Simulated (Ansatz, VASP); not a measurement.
## TaN in VASP and in Ansatz

INCAR

```
SYSTEM = TaN
ALGO     = Normal         ! electronic algorithm
EDIFF    = 1E-8           ! SCF threshold, eV
ENCUT    = 520            ! plane-wave cutoff, eV
GGA      = PE             ! functional
ISIF     = 2              ! what is computed and relaxed
ISMEAR   = -1             ! smearing method
LASPH    = .TRUE.         ! aspherical terms in the spheres
LCHARG   = .FALSE.        ! write CHGCAR
LEFG     = .TRUE.       
LREAL    = .FALSE.        ! projectors in reciprocal space
LWAVE    = .FALSE.        ! write WAVECAR
NBANDS   = 33             ! bands
NELM     = 60             ! most SCF steps
PREC     = Accurate       ! precision mode
SIGMA    = 0.03           ! smearing width, eV
```

KPOINTS

```
k-points
0
G
  5 5 8
  0 0 0
```

Contents of POSCAR:

```
TaN
1.0
    5.1849992558      0.0777749888      0.0777749888
   -2.5251445118      4.4514535797      0.0284676217
    0.0436200000      0.0436200000      2.9080000000
Ta N
3 3
Direct
    0.0000000000      0.0000000000      0.0000000000
    0.3333333333      0.6666666667      0.5000000000
    0.6666666667      0.3333333333      0.5000000000
    0.5000000000      0.0000000000      0.0000000000
    0.5000000000      0.5000000000      0.0000000000
    0.0000000000      0.5000000000      0.0000000000
```

Input for Ansatz:

```yaml
crystal:
  lattice:
    - [5.1849992558, 0.0777749888, 0.0777749888]
    - [-2.5251445118, 4.4514535797, 0.0284676217]
    - [0.04362, 0.04362, 2.908]
  atoms:
    - { symbol: Ta, position: [0.0, 0.0, 0.0] }
    - { symbol: Ta, position: [0.3333333333, 0.6666666667, 0.5] }
    - { symbol: Ta, position: [0.6666666667, 0.3333333333, 0.5] }
    - { symbol: "N", position: [0.5, 0.0, 0.0] }
    - { symbol: "N", position: [0.5, 0.5, 0.0] }
    - { symbol: "N", position: [0.0, 0.5, 0.0] }
kpoints:
  mp_grid: { grid: [5, 5, 8] }
scf:
  occupations: { method: fermi_dirac, width: 0.03 }
hamiltonian:
  xc: pbe
  pseudopotentials: { kind: all_electron, datasets: crystal }
output:
  forces: true
  stress: true
  eigenvalues: true
  efg: { contact_densities: true }
```

Change from the starting cell: equal xy, yz and zx shear strains of +3 %, crystal datasets.

Alike in both runs: task electric field gradients; functional PBE; k mesh 5 × 5 × 8; occupations fermi-dirac, width 0.03 eV; no spin polarisation.

```csv
,VASP,Ansatz
version,VASP 6.6.1,Ansatz 0.2.0
potentials or method,"VASP PAW PBE potentials, release 64 (Ta_pv, N), cutoff 520 eV","all-electron PAW with datasets made for the crystal, scalar-relativistic"
```

|  | VASP | Ansatz | Ansatz less VASP |
| --- | --- | --- | --- |
| pressure (GPa) | 12.1 | 11.3 | -0.82 |
| traceless stress, the component that is largest in VASP (GPa) | -6.17 | -6.07 | +0.099 |
| rms of the force components (eV/Å) | 0.119 | 0.116 | -0.0028 |
| size of Vzz on the site where it differs most (V/Å²) | 338.2 | 459.4 | +121.22 |

Atom by atom the forces differ by 0.003 eV/Å (rms over components). Ansatz ran all-electron here, and VASP with PAW potentials.

Spin-orbit coupling is off throughout.
